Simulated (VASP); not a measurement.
## Hf: single point with PBEsol+D3(BJ)

The system is Hf.

```
Hf
1.0
     0.00000    2.18197    2.18197
     2.18197    0.00000    2.18197
     2.18197    2.18197    0.00000
Hf
1
Cartesian
  0.0000 0.0000 0.0000
```

| Property | Result |
| --- | --- |
| Program | VASP 6.6.1 |
| Task | single point |
| Functional | PBEsol |
| Dispersion | D3(BJ) |
| Potentials or basis | VASP PAW PBE potentials, release 64 (Hf_pv) |
| Cutoff | 520 eV |
| k mesh | 10 × 10 × 10 |
| Occupations | fermi-dirac, width 0.05 eV |
| Spin | no spin polarisation |

* Pressure: -0.3 GPa
* Band gap on the k mesh: zero (band 5 reaches 6.52 eV, above the bottom of band 6 at 4.70 eV)
* Dispersion energy per atom: -0.552 eV

Levels at points of the mesh, in eV from the Fermi level:
```csv
k point,band 1,band 2,band 3,band 4,band 5,band 6,band 7,band 8,band 9,band 10
"(0.00, 0.00, 0.00)",-29.69,-29.69,-29.69,-7.47,1.41,1.41,1.41,4.47,4.47,11.62
"(0.50, 0.00, 0.00)",-30.74,-29.83,-29.83,-3.87,0.87,1.15,1.15,6.83,6.83,10.33
"(0.50, 0.50, 0.00)",-30.67,-30.07,-30.07,-3.59,-2.41,2.96,6.84,7.54,7.54,10.54
```

Wall time 16 s on 1 thread of AMD EPYC 7R13, with other jobs on the host, peak memory 0.15 GiB.

Caveat: the PAW data sets were made with another functional, which shifts forces and pressure a little; spin-orbit coupling is left out, which moves the levels of the heavy elements; pairwise dispersion overbinds metals, which lowers pressure and volume.
